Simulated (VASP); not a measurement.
# W (Im-3m) in VASP: further runs

W is run at these levels: PBE; tasks: single point, relaxation of cell and atoms.

All numbers are computed with VASP 6.6.1; they aren't measurements. Logs are shortened: lines on timing, memory, paths and dates and some standing lists are left out, and cuts for length are marked.

## (1) The cell of the first run

The structure is cubic, space group Im-3m (No. 229). Conventional cell: a = 3.178 Å, b = 3.178 Å, c = 3.178 Å, α = 90.00°, β = 90.00°, γ = 90.00°. Within 3.6 Å of W (site symmetry m-3m) lie 14 W at 2.75 to 3.18 Å.

## (2) Single point, PBE

File INCAR:

```
  ALGO = Normal
  EDIFF = 1E-6
  ENCUT = 500
  GGA = PE
  GGA_COMPAT = False
  ISIF = 2
  ISMEAR = 0
  LASPH = True
  LCHARG = False
  LREAL = False
  LWAVE = False
  NBANDS = 13
  NELM = 120
  PREC = Accurate
  SIGMA = 0.1
```

File KPOINTS:

```
k-points
0
Gamma
  8 8 8
```

File POSCAR:

```
W
1.0
   -1.5891893071      1.5891893071      1.5891893071
    1.5891893071     -1.5891893071      1.5891893071
    1.5891893071      1.5891893071     -1.5891893071
W
1
Direct
    0.0000000000      0.0000000000      0.0000000000
```

Potentials or basis: VASP PAW PBE potentials, release 64 (W_sv).

Started as:

```console
$ cat potpaw_PBE.64/W_sv/POTCAR > POTCAR
$ mpirun -np 1 vasp_std > vasp.out
```

OUTCAR:

```text
EDIFF = 1E-6
   ENCUT = 500
   GGA = PE
   ISIF = 2
   ISMEAR = 0
   LASPH = True
   LREAL = False
   NELM = 120
   PREC = Accurate

 ion  position               nearest neighbor table
   1  0.000  0.000  0.000-

  LATTYP: Found a body centered cubic cell.
 ALAT       =     3.1783786142

  Lattice vectors:

 A1 = (  -1.5891893071,   1.5891893071,   1.5891893071)
 A2 = (   1.5891893071,  -1.5891893071,   1.5891893071)
 A3 = (   1.5891893071,   1.5891893071,  -1.5891893071)

Analysis of symmetry for initial positions (statically):
=====================================================================
 Subroutine PRICEL returns:
 Original cell was already a primitive cell.

 Routine SETGRP: Setting up the symmetry group for a
 body centered cubic supercell.

 Subroutine GETGRP returns: Found 48 space group operations
[... 9 lines left out ...]

 Routine SETGRP: Setting up the symmetry group for a
 body centered cubic supercell.

 Subroutine GETGRP returns: Found 48 space group operations
[... 11 lines left out ...]
                                     Primitive cell

  volume of cell :      16.0541

  direct lattice vectors                    reciprocal lattice vectors
    -1.589189307  1.589189307  1.589189307     0.000000000  0.314625827  0.314625827
     1.589189307 -1.589189307  1.589189307     0.314625827  0.000000000  0.314625827
     1.589189307  1.589189307 -1.589189307     0.314625827  0.314625827  0.000000000

  length of vectors
     2.752556623  2.752556623  2.752556623     0.444948112  0.444948112  0.444948112

  position of ions in fractional coordinates (direct lattice)
     0.000000000  0.000000000  0.000000000

  ion indices of the primitive-cell ions
   primitive index   ion index
                 1           1

----------------------------------------------------------------------------------------

 KPOINTS: k-points

Automatic generation of k-mesh.
 Grid dimensions read from file:
 generate k-points for:    8    8    8

 Generating k-lattice:

  Cartesian coordinates                     Fractional coordinates (reciprocal lattice)
     0.000000000  0.039328228  0.039328228     0.125000000  0.000000000  0.000000000
     0.039328228  0.000000000  0.039328228     0.000000000  0.125000000  0.000000000
     0.039328228  0.039328228  0.000000000     0.000000000  0.000000000  0.125000000
[... 54 lines left out ...]
   LASPH  =      T    aspherical Exc in radial PAW
   ENCUT  =  500.0 eV  36.75 Ry    6.06 a.u.   5.02  5.02  5.02*2*pi/ulx,y,z
   NELM   =    120;   NELMIN=  2; NELMDL= -5     # of ELM steps
   EDIFF  = 0.1E-05   stopping-criterion for ELM
   LREAL  =      F    real-space projection
   EDIFFG = 0.1E-04   stopping-criterion for IOM
   NSW    =      0    number of steps for IOM
   IBRION =     -1    ionic relax: 0-MD 1-quasi-New 2-CG
   NFREE  =      0    steps in history (QN), initial steepest desc. (CG)
   ISIF   =      2    stress and relaxation
   ISYM   =      2    0-nonsym 1-usesym 2-fastsym
   POTIM  = 0.5000    time-step for ionic-motion
   TEBEG  =    0.0;   TEEND  =   0.0 temperature during run
   PSTRESS=    0.0 pullay stress
   NELECT =      14.0000    total number of electrons
   NUPDOWN=      -1.0000    fix difference up-down
   EMIN   =  10.00;   EMAX   =-10.00  energy-range for DOS
   EFERMI =   0.00;   METHOD = LEGACY
   ISMEAR =     0;   SIGMA  =   0.10  broadening in eV -4-tet -1-fermi 0-gaus
   EFERMI_NEDOS =   21; number of points for ismear=-14 and -15
   IALGO  =     38    algorithm
   IMIX   =      4    mixing-type and parameters
     AMIX     =   0.40;   BMIX     =  1.00
     AMIX_MAG =   1.60;   BMIX_MAG =  1.00
  volume/ion in A,a.u.               =      16.05       108.34
  Fermi-wavevector in a.u.,A,eV,Ry     =   1.564066  2.955657 33.283986  2.446304
  Thomas-Fermi vector in A             =   2.666745
   LORBIT       =      0    0 simple, 1 ext, 2 COOP (PROOUT), +10 PAW based schemes
   GGA     = PE    functional components
   LHFCALC =     F    Hartree Fock is set to
   AEXX    =    0.0000 exact exchange contribution
   IVDW    =     0    specifies the selected vdW correction
   LEPSILON=     F    determine dielectric tensor
   LRPA    =     F    only Hartree local field effects (RPA)
 non-spin polarized calculation
 Gauss-broadening in eV      SIGMA  =   0.10
  energy-cutoff  :      500.00
  volume of cell :       16.05
 maximum number of plane-waves:       420
   NGX =  9   NGY =  9   NGZ =  9

 number of electron      14.0000001 magnetization

 Free energy of the ion-electron system (eV)
  ---------------------------------------------------
  ext. energy  EPLUGINS =         0.00000000
  ---------------------------------------------------
  free energy    TOTEN  =       -12.95504132 eV

  energy without entropy =      -12.95503976  energy(sigma->0) =      -12.95504054

 E-fermi :  11.0498     XC(G=0): -13.5686

 val. band max:       10.7670893964   @ k =   0.1250   0.0000   0.0000
 cond. band min:      11.3356871424   @ k =  -0.2500   0.2500   0.1250
 fundamental gap:      0.5685977459
 Fermi energy:        11.0497990513

 k-point     1 :       0.0000    0.0000    0.0000
  band No.  band energies     occupation
      1     -62.9362      2.00000
      2     -26.5167      2.00000
      3     -26.5167      2.00000
      4     -26.5167      2.00000
      5       1.6941      2.00000
      6      10.0563      2.00000
      7      10.0563      2.00000
      8      10.0563      2.00000
      9      13.4937      0.00000
     10      13.4937      0.00000
     11      25.7482      0.00000
     12      25.7482      0.00000
     13      25.7482      0.00000
[... 354 lines left out ...]
  band No.  band energies     occupation
      1     -62.7787      2.00000
      2     -27.4398      2.00000
      3     -27.0946      2.00000
      4     -26.9790      2.00000
      5       6.7688      2.00000
      6       7.5004      2.00000
      7      10.7443      1.99998
      8      11.5281      0.00000
      9      14.9323      0.00000
     10      15.5713      0.00000
     11      24.7819      0.00000
     12      27.2587      0.00000
     13      28.4252      0.00000

 [... further k-points ...]
[... 5 lines left out ...]
  --------------------------------------------------------------------------------------
  -------------------------------------------------------------------------------------
  Total        0.2390745      0.2390745      0.2390745      0.0000000      0.0000000      0.0000000
  in kB       23.8592548     23.8592548     23.8592548      0.0000000      0.0000000      0.0000000
  external PRESSURE =      23.8592548 kB  Pullay stress =       0.0000000 kB

 VOLUME and BASIS-vectors are now :
 -----------------------------------------------------------------------------
  energy-cutoff  :      500.00
  volume of cell :       16.05
      direct lattice vectors                 reciprocal lattice vectors
    -1.589189307  1.589189307  1.589189307     0.000000000  0.314625827  0.314625827
     1.589189307 -1.589189307  1.589189307     0.314625827  0.000000000  0.314625827
     1.589189307  1.589189307 -1.589189307     0.314625827  0.314625827  0.000000000

 POSITION                                       TOTAL-FORCE (eV/Angst)
 -----------------------------------------------------------------------------------
      0.00000      0.00000      0.00000        -0.000000      0.000000      0.000000
 -----------------------------------------------------------------------------------
    total drift:                                0.000000     -0.000000      0.000000

  FREE ENERGIE OF THE ION-ELECTRON SYSTEM (eV)
  ---------------------------------------------------
  free  energy   TOTEN  =       -12.9550413235 eV

  energy  without entropy=      -12.9550397609  energy(sigma->0) =      -12.95504054
```

OSZICAR:

```text
N       E                     dE             d eps       ncg     rms          rms(c)
DAV:   1     0.839863062166E+02    0.83986E+02   -0.76069E+03   754   0.121E+03
DAV:   2    -0.120162470018E+02   -0.96003E+02   -0.92753E+02   844   0.315E+02
DAV:   3    -0.135643997094E+02   -0.15482E+01   -0.15427E+01   794   0.390E+01
DAV:   4    -0.135714812999E+02   -0.70816E-02   -0.70813E-02   834   0.282E+00
DAV:   5    -0.135715411233E+02   -0.59823E-04   -0.59823E-04   834   0.250E-01    0.204E+01
DAV:   6    -0.130884008683E+02    0.48314E+00   -0.40660E-01   779   0.852E+00    0.816E+00
DAV:   7    -0.129592890394E+02    0.12911E+00   -0.21820E-01   834   0.595E+00    0.690E-01
DAV:   8    -0.129550377340E+02    0.42513E-02   -0.40859E-03   774   0.816E-01    0.808E-02
DAV:   9    -0.129550465685E+02   -0.88345E-05   -0.71266E-05   834   0.102E-01    0.546E-02
DAV:  10    -0.129550407430E+02    0.58255E-05   -0.13710E-05   824   0.520E-02    0.874E-03
DAV:  11    -0.129550413235E+02   -0.58059E-06   -0.23989E-07   527   0.573E-03
   1 F= -.12955041E+02 E0= -.12955041E+02  d E =-.156264E-05
```

stdout:

```text
POSCAR found type information on POSCAR W
 POSCAR found :  1 types and       1 ions
 scaLAPACK will be used
 LDA part: xc-table for (Slater+PW92), standard interpolation
 POSCAR, INCAR and KPOINTS ok, starting setup
 FFT: planning ... GRIDC
 FFT: planning ... GRID_SOFT
 FFT: planning ... GRID
 WAVECAR not read
 entering main loop
```

Wall time 2.8 s (1 thread of Intel Xeon 6975P-C (Granite Rapids), shared host); peak memory 0.12 GiB.

What came out:

```yaml
Free_energy: -12.9550 eV
Pressure: 2.4 GPa
Band_gap_on_the_k_mesh: zero (band 7 reaches 16.34 eV, above the bottom of band 8 at 10.06 eV)
```

Caveat: spin-orbit coupling is left out, which moves the levels of the heavy elements.

## (3) Single point, PBE

This run uses another cell than the first one, of 16.13 Å³/atom, 1.005 times its volume.

File INCAR:

```
PREC = Accurate ; ENCUT = 500
EDIFF = 1E-6 ; ISMEAR = 0
SIGMA = 0.1 ; LREAL = F
LASPH = T ; NELM = 120
ALGO = Normal ; ISIF = 2
LWAVE = F ; LCHARG = F
GGA = PE ; NBANDS = 13
GGA_COMPAT = F
```

File KPOINTS:

```
Automatic mesh
0
Gamma
  18 18 18
```

File POSCAR:

```
W
1.0
   -1.5918472237      1.5918472237      1.5918472237
    1.5918472237     -1.5918472237      1.5918472237
    1.5918472237      1.5918472237     -1.5918472237
W
1
Direct
    0.0000000000      0.0000000000      0.0000000000
```

Potentials or basis: VASP PAW PBE potentials, release 64 (W_sv).

Started as:

```console
$ cat potpaw_PBE.64/W_sv/POTCAR > POTCAR
$ mpirun -np 1 vasp_std > vasp.out
```

It took 10 s on 1 thread of Intel Xeon 6975P-C (Granite Rapids), shared host; peak memory 0.15 GiB.

Results (log left out):

```
Free energy            : -12.9511 eV
Pressure               : 0.4 GPa
Band gap on the k mesh : zero (band 7 reaches 16.23 eV, above the bottom of band 8 at 9.99 eV)
```

Levels at points of the mesh, in eV from the Fermi level:
```
           k point  band 3  band 4  band 5  band 6  band 7  band 8  band 9  band 10  band 11  band 12
(0.00, 0.00, 0.00)  -37.79  -37.79   -9.54   -1.20   -1.20   -1.20    2.22     2.22    14.48    14.48
(0.50, 0.00, 0.00)  -38.19  -37.79   -6.16   -3.48    0.62    2.11    3.06     6.00    10.80    11.44
(0.50, 0.50, 0.50)  -38.64  -38.64   -5.69   -5.69    5.04    5.04    5.04     8.11     8.11     8.11
```

Caveat: spin-orbit coupling is left out, which moves the levels of the heavy elements.

## (4) Single point, PBE, collinear spin, zero start

This run uses another cell than the first one, of 16.13 Å³/atom, 1.005 times its volume.

File INCAR:

```
SYSTEM = W
PREC = Accurate ; ENCUT = 500
EDIFF = 1E-6 ; ISMEAR = 0
SIGMA = 0.1 ; LREAL = .False.
LASPH = .True. ; NELM = 200
ALGO = Normal ; ISIF = 2
LWAVE = .False. ; LCHARG = .False.
ISPIN = 2 ; MAGMOM = 0
LORBIT = 11 ; LMAXMIX = 4
GGA = PE ; NBANDS = 17
GGA_COMPAT = .False.
```

File KPOINTS:

```
Automatic mesh
0
Gamma
  18 18 18
  0 0 0
```

POSCAR is that of step 3.

Potentials or basis: VASP PAW PBE potentials, release 64 (W_sv).

Started as:

```console
$ cat potpaw_PBE.64/W_sv/POTCAR > POTCAR
$ mpirun -np 1 vasp_std > vasp.out
```

OUTCAR:

```text
SYSTEM = W
   PREC = Accurate
   ENCUT = 500
   EDIFF = 1E-6
   ISMEAR = 0
   LREAL = .False.
   LASPH = .True.
   NELM = 200
   ISIF = 2
   ISPIN = 2
   LORBIT = 11
   GGA = PE

 ion  position               nearest neighbor table
   1  0.000  0.000  0.000-

  LATTYP: Found a body centered cubic cell.
 ALAT       =     3.1836944474

  Lattice vectors:

 A1 = (  -1.5918472237,   1.5918472237,   1.5918472237)
 A2 = (   1.5918472237,  -1.5918472237,   1.5918472237)
[... 1170 lines left out ...]
  -------------------------------------------------------------------------------------
  Total        0.0450417      0.0450417      0.0450417      0.0000000      0.0000000      0.0000000
  in kB        4.4726142      4.4726142      4.4726142      0.0000000      0.0000000      0.0000000
  external PRESSURE =       4.4726142 kB  Pullay stress =       0.0000000 kB

 VOLUME and BASIS-vectors are now :
 -----------------------------------------------------------------------------
  energy-cutoff  :      500.00
  volume of cell :       16.13
      direct lattice vectors                 reciprocal lattice vectors
    -1.591847224  1.591847224  1.591847224     0.000000000  0.314100494  0.314100494
     1.591847224 -1.591847224  1.591847224     0.314100494  0.000000000  0.314100494
     1.591847224  1.591847224 -1.591847224     0.314100494  0.314100494  0.000000000

 POSITION                                       TOTAL-FORCE (eV/Angst)
 -----------------------------------------------------------------------------------
      0.00000      0.00000      0.00000        -0.000000      0.000000     -0.000000
 -----------------------------------------------------------------------------------
    total drift:                                0.000000     -0.000000      0.000000

  FREE ENERGIE OF THE ION-ELECTRON SYSTEM (eV)
  ---------------------------------------------------
  free  energy   TOTEN  =       -12.9510790307 eV

  energy  without entropy=      -12.9475061730  energy(sigma->0) =      -12.94929260

 total charge

# of ion       s       p       d       tot
------------------------------------------
    1        2.397   6.332   3.329  12.058

 magnetization (x)

# of ion       s       p       d       tot
------------------------------------------
    1        0.000   0.000   0.000   0.000
```

OSZICAR:

```text
N       E                     dE             d eps       ncg     rms          rms(c)
DAV:   1     0.904347297785E+02    0.90435E+02   -0.65567E+03 13476   0.910E+02
DAV:   2    -0.114959107983E+02   -0.10193E+03   -0.97188E+02 14945   0.266E+02
DAV:   3    -0.135763418764E+02   -0.20804E+01   -0.20717E+01 14744   0.361E+01
DAV:   4    -0.135833113211E+02   -0.69694E-02   -0.69689E-02 15356   0.222E+00
DAV:   5    -0.135833459797E+02   -0.34659E-04   -0.34660E-04 14711   0.150E-01    0.203E+01
DAV:   6    -0.130827531846E+02    0.50059E+00   -0.26675E-01 13816   0.666E+00    0.800E+00
DAV:   7    -0.129550103181E+02    0.12774E+00   -0.13335E-01 15251   0.454E+00    0.672E-01
DAV:   8    -0.129511502204E+02    0.38601E-02   -0.46415E-03 13700   0.714E-01    0.943E-02
DAV:   9    -0.129510863593E+02    0.63861E-04   -0.87447E-05 16182   0.101E-01    0.468E-02
DAV:  10    -0.129510786469E+02    0.77123E-05   -0.17073E-05 14502   0.512E-02    0.493E-03
DAV:  11    -0.129510790307E+02   -0.38376E-06   -0.41213E-07 10433   0.677E-03
   1 F= -.12951079E+02 E0= -.12949293E+02  d E =-.357286E-02  mag=     0.0000
```

Wall time 28 s (1 thread of Intel Xeon 6975P-C (Granite Rapids), shared host); peak memory 0.18 GiB.

What came out:

```
Free energy                                           : -12.9511 eV
Pressure                                              : 0.4 GPa
Band gap on the k mesh                                : zero (filled and empty bands overlap)
Net moment                                            : 0.00 μB per cell
Valence electrons inside the program's atomic spheres : W 12.06
```

Levels at points of the mesh, in eV from the Fermi level:
Spin up:
| k point | band 5 | band 6 | band 7 | band 8 | band 9 | band 10 |
| --- | --- | --- | --- | --- | --- | --- |
| (0.00, 0.00, 0.00) | -9.54 | -1.20 | -1.20 | -1.20 | 2.22 | 2.22 |
| (0.50, 0.00, 0.00) | -6.16 | -3.48 | 0.62 | 2.11 | 3.06 | 6.00 |
| (0.50, 0.50, 0.50) | -5.69 | -5.69 | 5.04 | 5.04 | 5.04 | 8.11 |
Spin down:
| k point | band 5 | band 6 | band 7 | band 8 | band 9 | band 10 |
| --- | --- | --- | --- | --- | --- | --- |
| (0.00, 0.00, 0.00) | -9.54 | -1.20 | -1.20 | -1.20 | 2.22 | 2.22 |
| (0.50, 0.00, 0.00) | -6.16 | -3.48 | 0.62 | 2.11 | 3.06 | 6.00 |
| (0.50, 0.50, 0.50) | -5.69 | -5.69 | 5.04 | 5.04 | 5.04 | 8.11 |

Caveat: spin-orbit coupling is left out, which moves the levels of the heavy elements.

## (5) Relaxation of cell and atoms, PBE

File INCAR:

```
PREC = Accurate ; ENCUT = 500
EDIFF = 1E-7 ; ISMEAR = 0
SIGMA = 0.1 ; LREAL = F
LASPH = T ; NELM = 120
ALGO = Normal ; ISIF = 3
LWAVE = F ; LCHARG = F
GGA = PE ; IBRION = 2
NSW = 100 ; EDIFFG = -0.005
GGA_COMPAT = F ; NELMIN = 4
```

File KPOINTS:

```
regular mesh
0
Gamma
  18 18 18
```

File POSCAR:

```
W
1.0
   -1.5891893071      1.5891893071      1.5891893071
    1.5891893071     -1.5891893071      1.5891893071
    1.5891893071      1.5891893071     -1.5891893071
W
1
Direct
    0.0000000000      0.0000000000      0.0000000000
```

Started as:

```console
$ cat potpaw_PBE.64/W_sv/POTCAR > POTCAR
$ mpirun -np 1 vasp_std > vasp.out
```

It took 23 s on 1 thread of Intel Xeon 6975P-C (Granite Rapids), shared host; peak memory 0.15 GiB.

It converged, with:

```yaml
Free_energy: -12.9511 eV
Relaxed_volume: 16.16 Å³/atom
Relaxed_cell: a = 2.759 Å, b = 2.759 Å, c = 2.759 Å, α = 109.47°, β = 109.47°, γ = 109.47°
Space_group_after_relaxing_to_0.05_Å: Im-3m (No. 229)
Energy_gained_by_relaxing: 0.6 meV/atom
Ionic_steps: 3
Pressure_after_relaxing: 0.0 GPa
Band_gap_on_the_k_mesh: zero (band 7 reaches 16.20 eV, above the bottom of band 8 at 9.97 eV)
```

The path:
```
step  energy change (eV)  largest force (eV/Å)  pressure (GPa)  volume (Å³)
   1              0.0000                0.0000            2.02        16.05
   2              0.0072                0.0000           -6.61        16.53
   3             -0.0006                0.0000           -0.01        16.16
```

Final structure:
```
W
1.0
    -1.59265    1.59265    1.59265
     1.59265   -1.59265    1.59265
     1.59265    1.59265   -1.59265
W
1
Direct
  0.00000 0.00000 0.00000
```

Levels at points of the mesh, in eV from the Fermi level:
```csv
k point,band 4,band 5,band 6,band 7,band 8,band 9,band 10,band 11
"(0.00, 0.00, 0.00)",-37.79,-9.53,-1.19,-1.19,-1.19,2.22,2.22,14.47
"(0.50, 0.00, 0.00)",-37.80,-6.15,-3.47,0.61,2.10,3.06,5.99,10.78
"(0.50, 0.50, 0.50)",-38.64,-5.68,-5.68,5.03,5.03,5.03,8.09,8.09
```

Caveat: spin-orbit coupling is left out, which moves the levels of the heavy elements. PBE usually gives volumes a little too large and moduli too small.

## (6) Summary

```tsv
task	spin	cell	k mesh	gap on the mesh (eV)	pressure (GPa)
single point	off	a = 2.753 Å, angles 109.5°, 1 atom	8 × 8 × 8	none	2.4
single point	off	a = 2.757 Å, angles 109.5°, 1 atom	18 × 18 × 18	none	0.4
single point	collinear, zero start	a = 2.757 Å, angles 109.5°, 1 atom	18 × 18 × 18	none	0.4
relaxation of cell and atoms	off	relaxed from a = 2.753 Å, angles 109.5°, 1 atom	18 × 18 × 18	none	0.0
```

Alike in all rows: level PBE; potentials or basis VASP PAW PBE potentials, release 64 (W_sv); cutoff (eV) 500; smearing gaussian 0.1 eV.

Caveats: spin-orbit coupling is left out, which moves the levels of the heavy elements.

Total energies depend on the potentials used, so only differences within one code and one set of settings carry meaning.
